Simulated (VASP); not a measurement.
# BAs (Pmmn) in VASP: further runs

Runs on BAs. Level: PBE. Tasks: single point, relaxation of cell and atoms.

All numbers are computed with VASP 6.6.1; they aren't measurements. Logs are shortened: lines on timing, memory, paths and dates and some standing lists are left out, and cuts for length are marked.

**1. The cell of the first run**

The structure is orthorhombic, space group Pmmn (No. 59). The conventional cell has a = 3.321 Å, b = 10.352 Å, c = 4.821 Å, α = 90.00°, β = 90.00°, γ = 90.00°. Within 2.7 Å of B (site symmetry m) lie 4 As at 2.02 Å. Within 2.7 Å of B (site symmetry mm2) lie 4 As at 2.02 Å. As (site symmetry m) has 4 B at 2.02 Å within 2.7 Å. Within 2.7 Å of As (site symmetry mm2) lie 4 B at 2.02 Å.

**2. Single point, PBE**

The input, INCAR:

```
SYSTEM = BAs
  PREC = Accurate
  ENCUT = 520
  EDIFF = 1E-6
  ISMEAR = 0
  SIGMA = 0.1
  LREAL = .FALSE.
  LASPH = .TRUE.
  NELM = 80
  ALGO = Normal
  ISIF = 2
  LWAVE = .FALSE.
  LCHARG = .FALSE.
  GGA = PE
  NBANDS = 36
```

The input, KPOINTS:

```
Automatic mesh
0
G
  6 2 4
  0 0 0
```

The input, POSCAR:

```
BAs
1.0
    3.3205533400      0.0000000000      0.0000000000
    0.0000000000     10.3524599300      0.0000000000
    0.0000000000      0.0000000000      4.8214629900
B As
6 6
Direct
    0.0000000000      0.6523099200      0.1196049900
    0.5000000000      0.8476900800      0.8803950100
    0.0000000000      0.0000000000      0.3810625100
    0.5000000000      0.1523099200      0.8803950100
    0.0000000000      0.3476900800      0.1196049900
    0.5000000000      0.5000000000      0.6189374900
    0.5000000000      0.6523099200      0.8803950100
    0.0000000000      0.8476900800      0.1196049900
    0.5000000000      0.0000000000      0.6189374900
    0.0000000000      0.1523099200      0.1196049900
    0.5000000000      0.3476900800      0.8803950100
    0.0000000000      0.5000000000      0.3810625100
```

Potentials or basis: VASP PAW PBE potentials, release 64 (B, As).

On the command line:

```
> cat potpaw_PBE.64/B/POTCAR potpaw_PBE.64/As/POTCAR > POTCAR
> mpirun -np 1 vasp_std > vasp.out
```

OUTCAR:

```text
SYSTEM = BAs
   PREC = Accurate
   ENCUT = 520
   EDIFF = 1E-6
   ISMEAR = 0
   LREAL = .FALSE.
   LASPH = .TRUE.
   NELM = 80
   ISIF = 2
   GGA = PE

 ion  position               nearest neighbor table
   1  0.000  0.652  0.120-  12 2.02   7 2.02   7 2.02   8 2.02
   2  0.500  0.848  0.880-   9 2.02   8 2.02   8 2.02   7 2.02
   3  0.000  0.000  0.381-   9 2.02   9 2.02  10 2.02   8 2.02
   4  0.500  0.152  0.880-   9 2.02  10 2.02  10 2.02  11 2.02
   5  0.000  0.348  0.120-  12 2.02  11 2.02  11 2.02  10 2.02
   6  0.500  0.500  0.619-  12 2.02  12 2.02   7 2.02  11 2.02
   7  0.500  0.652  0.880-   6 2.02   1 2.02   1 2.02   2 2.02   8 2.86   8 2.86
   8  0.000  0.848  0.120-   3 2.02   2 2.02   2 2.02   1 2.02   7 2.86   7 2.86
   9  0.500  0.000  0.619-   3 2.02   3 2.02   4 2.02   2 2.02
  10  0.000  0.152  0.120-   3 2.02   4 2.02   4 2.02   5 2.02  11 2.86  11 2.86
  11  0.500  0.348  0.880-   6 2.02   5 2.02   5 2.02   4 2.02  10 2.86  10 2.86
  12  0.000  0.500  0.381-   6 2.02   6 2.02   1 2.02   5 2.02

  LATTYP: Found a simple orthorhombic cell.
 ALAT       =     3.3205533400
 B/A-ratio  =     1.4520058847
 C/A-ratio  =     3.1176912008

  Lattice vectors:

 A1 = (  -3.3205533400,   0.0000000000,   0.0000000000)
 A2 = (   0.0000000000,   0.0000000000,   4.8214629900)
 A3 = (   0.0000000000,  10.3524599300,   0.0000000000)

Analysis of symmetry for initial positions (statically):
=====================================================================
 Subroutine PRICEL returns:
 Original cell was already a primitive cell.

 Routine SETGRP: Setting up the symmetry group for a
 simple orthorhombic supercell.

 Subroutine GETGRP returns: Found  8 space group operations
 (whereof  4 operations were pure point group operations)
 out of a pool of  8 trial point group operations.

The static configuration has the point symmetry C_2v.
 The point group associated with its full space group is D_2h.

Analysis of symmetry for dynamics (positions and initial velocities):
=====================================================================
 Subroutine PRICEL returns:
 Original cell was already a primitive cell.

 Routine SETGRP: Setting up the symmetry group for a
 simple orthorhombic supercell.

 Subroutine GETGRP returns: Found  8 space group operations
 (whereof  4 operations were pure point group operations)
 out of a pool of  8 trial point group operations.

The dynamic configuration has the point symmetry C_2v.
 The point group associated with its full space group is D_2h.

 Subroutine INISYM returns: Found  8 space group operations
[... 129 lines left out ...]
   EMIN   =  10.00;   EMAX   =-10.00  energy-range for DOS
   EFERMI =   0.00;   METHOD = LEGACY
   ISMEAR =     0;   SIGMA  =   0.10  broadening in eV -4-tet -1-fermi 0-gaus
   EFERMI_NEDOS =   21; number of points for ismear=-14 and -15
   IALGO  =     38    algorithm
   IMIX   =      4    mixing-type and parameters
     AMIX     =   0.40;   BMIX     =  1.00
     AMIX_MAG =   1.60;   BMIX_MAG =  1.00
  volume/ion in A,a.u.               =      13.81        93.21
  Fermi-wavevector in a.u.,A,eV,Ry     =   1.083123  2.046805 15.961737  1.173155
  Thomas-Fermi vector in A             =   2.219181
   LORBIT       =      0    0 simple, 1 ext, 2 COOP (PROOUT), +10 PAW based schemes
   GGA     = PE    functional components
   LHFCALC =     F    Hartree Fock is set to
   AEXX    =    0.0000 exact exchange contribution
   IVDW    =     0    specifies the selected vdW correction
   LEPSILON=     F    determine dielectric tensor
   LRPA    =     F    only Hartree local field effects (RPA)
 non-spin polarized calculation
 Gauss-broadening in eV      SIGMA  =   0.10
  energy-cutoff  :      520.00
  volume of cell :      165.74
 maximum number of plane-waves:      4492
 NGX is ok and might be reduce to    28
   NGX = 13   NGY = 39   NGZ = 17

 number of electron      47.9999999 magnetization

 Free energy of the ion-electron system (eV)
  ---------------------------------------------------
  ext. energy  EPLUGINS =         0.00000000
  ---------------------------------------------------
  free energy    TOTEN  =       -64.87653212 eV

  energy without entropy =      -64.87563636  energy(sigma->0) =      -64.87608424

 E-fermi :   6.3549     XC(G=0): -10.3435

 val. band max:        6.2555943722   @ k =   0.0000   0.0000   0.0000
 cond. band min:       6.4556365470   @ k =   0.0000   0.0000   0.5000
 fundamental gap:      0.2000421747
 Fermi energy:         6.3548672686

 k-point     1 :       0.0000    0.0000    0.0000
  band No.  band energies     occupation
      1     -10.0469      2.00000
      2      -9.1244      2.00000
      3      -8.7400      2.00000
      4      -6.7004      2.00000
      5      -5.5173      2.00000
      6      -5.0009      2.00000
[... 925 lines left out ...]
     35      11.1613      0.00000
     36      11.1613      0.00000

------------------------ aborting loop because EDIFF is reached ----------------------------------------

  FORCE on cell =-STRESS in cart. coord.  units (eV):
  Direction    XX          YY          ZZ          XY          YZ          ZX
  --------------------------------------------------------------------------------------
  -------------------------------------------------------------------------------------
  Total       13.3408972     17.9382296     17.1355768      0.0000000      0.0000000      0.0000000
  in kB      128.9622984    173.4032786    165.6442840      0.0000000      0.0000000      0.0000000
  external PRESSURE =     156.0032870 kB  Pullay stress =       0.0000000 kB

 VOLUME and BASIS-vectors are now :
 -----------------------------------------------------------------------------
  energy-cutoff  :      520.00
  volume of cell :      165.74
      direct lattice vectors                 reciprocal lattice vectors
     3.320553340  0.000000000  0.000000000     0.301154626  0.000000000  0.000000000
     0.000000000 10.352459930  0.000000000     0.000000000  0.096595399  0.000000000
     0.000000000  0.000000000  4.821462990     0.000000000  0.000000000  0.207405927

 POSITION                                       TOTAL-FORCE (eV/Angst)
 -----------------------------------------------------------------------------------
      0.00000      6.75301      0.57667         0.000000     -1.174540      0.523309
      1.66028      8.77568      4.24479        -0.000000      1.174540     -0.523309
      0.00000      0.00000      1.83728        -0.000000      0.000000      0.456412
      1.66028      1.57678      4.24479        -0.000000     -1.174540     -0.523309
      0.00000      3.59945      0.57667         0.000000      1.174540      0.523309
      1.66028      5.17623      2.98418        -0.000000      0.000000     -0.456412
      1.66028      6.75301      4.24479        -0.000000     -1.206674     -0.787101
      0.00000      8.77568      0.57667        -0.000000      1.206674      0.787101
      1.66028      0.00000      2.98418        -0.000000      0.000000     -0.269021
      0.00000      1.57678      0.57667         0.000000     -1.206674      0.787101
      1.66028      3.59945      4.24479        -0.000000      1.206674     -0.787101
      0.00000      5.17623      1.83728        -0.000000      0.000000      0.269021
 -----------------------------------------------------------------------------------
    total drift:                                0.000000      0.000000      0.000000

  FREE ENERGIE OF THE ION-ELECTRON SYSTEM (eV)
  ---------------------------------------------------
  free  energy   TOTEN  =       -64.8765321201 eV

  energy  without entropy=      -64.8756363638  energy(sigma->0) =      -64.87608424
```

OSZICAR:

```text
N       E                     dE             d eps       ncg     rms          rms(c)
DAV:   1     0.171372561624E+03    0.17137E+03   -0.20190E+04  1728   0.116E+03
DAV:   2    -0.562828918361E+02   -0.22766E+03   -0.21327E+03  2204   0.201E+02
DAV:   3    -0.696241441645E+02   -0.13341E+02   -0.13122E+02  2184   0.476E+01
DAV:   4    -0.698366630068E+02   -0.21252E+00   -0.21142E+00  2248   0.598E+00
DAV:   5    -0.698417852792E+02   -0.51223E-02   -0.51156E-02  2168   0.825E-01    0.135E+01
DAV:   6    -0.653807293647E+02    0.44611E+01   -0.83333E+00  1984   0.108E+01    0.676E+00
DAV:   7    -0.649233835326E+02    0.45735E+00   -0.18240E+00  2216   0.494E+00    0.235E+00
DAV:   8    -0.648729010336E+02    0.50482E-01   -0.13147E-01  2092   0.156E+00    0.586E-01
DAV:   9    -0.648748526515E+02   -0.19516E-02   -0.14000E-02  2064   0.501E-01    0.142E-01
DAV:  10    -0.648762481401E+02   -0.13955E-02   -0.18681E-03  2024   0.177E-01    0.452E-02
DAV:  11    -0.648765004722E+02   -0.25233E-03   -0.23432E-04  2124   0.689E-02    0.204E-02
DAV:  12    -0.648765257379E+02   -0.25266E-04   -0.32662E-05  1996   0.247E-02    0.554E-03
DAV:  13    -0.648765313936E+02   -0.56557E-05   -0.95715E-06  2036   0.130E-02    0.240E-03
DAV:  14    -0.648765321201E+02   -0.72653E-06   -0.79698E-07  1500   0.406E-03
   1 F= -.64876532E+02 E0= -.64876084E+02  d E =-.895756E-03
```

stdout:

```text
POSCAR found type information on POSCAR B As
 POSCAR found :  2 types and      12 ions
 scaLAPACK will be used
 LDA part: xc-table for (Slater+PW92), standard interpolation
 POSCAR, INCAR and KPOINTS ok, starting setup
 FFT: planning ... GRIDC
 FFT: planning ... GRID_SOFT
 FFT: planning ... GRID
 WAVECAR not read
 entering main loop
```

It took 98 s on 1 thread of Intel Xeon 6975P-C (Granite Rapids), shared host; peak memory 0.32 GiB.

What came out:

| Property | Result |
| --- | --- |
| Free energy | -64.8765 eV |
| Pressure | 15.6 GPa |
| Largest force | 1.441 eV/Å |
| Band gap on the k mesh | 0.20 eV, indirect (least direct gap 0.42 eV) |

Forces on the atoms (eV/Å):
```
B    0.000 -1.175  0.523
B    0.000  1.175 -0.523
B    0.000  0.000  0.456
B    0.000 -1.175 -0.523
B    0.000  1.175  0.523
B    0.000  0.000 -0.456
As   0.000 -1.207 -0.787
As   0.000  1.207  0.787
As   0.000  0.000 -0.269
As   0.000 -1.207  0.787
As   0.000  1.207 -0.787
As   0.000  0.000  0.269
```

Levels at points of the mesh, in eV from the valence-band top:
```
           k point  band 20  band 21  band 22  band 23  band 24  band 25  band 26  band 27  band 28  band 29
(0.00, 0.00, 0.00)    -1.70    -1.64    -1.30    -0.99     0.00     0.42     1.44     1.52     2.08     2.55
(0.50, 0.00, 0.00)    -4.41    -3.09    -3.09    -2.90    -2.90     1.58     1.58     2.09     2.09     2.45
(0.00, 0.50, 0.00)    -2.63    -0.90    -0.90    -0.33    -0.33     0.68     0.68     1.72     1.72     2.67
(0.50, 0.50, 0.00)    -3.92    -3.64    -3.64    -3.55    -3.55     1.64     1.64     1.65     1.65     3.59
(0.00, 0.00, 0.50)    -2.67    -1.81    -1.70    -0.90    -0.81     0.20     1.05     1.20     1.50     3.15
(0.50, 0.00, 0.50)    -3.57    -2.69    -2.69    -2.27    -2.27     2.26     2.26     3.46     3.46     4.07
(0.00, 0.50, 0.50)    -2.62    -1.66    -1.66    -1.35    -1.35     0.33     0.33     2.28     2.28     3.33
(0.50, 0.50, 0.50)    -4.39    -2.46    -2.46    -2.27    -2.27     3.17     3.17     3.50     3.50     4.29
```

Caveat: forces of over 1 eV/Å act on the atoms, so gaps and moduli don't describe the material at rest. A k mesh can miss the band edges.

(Continued in part 2 of 2.)
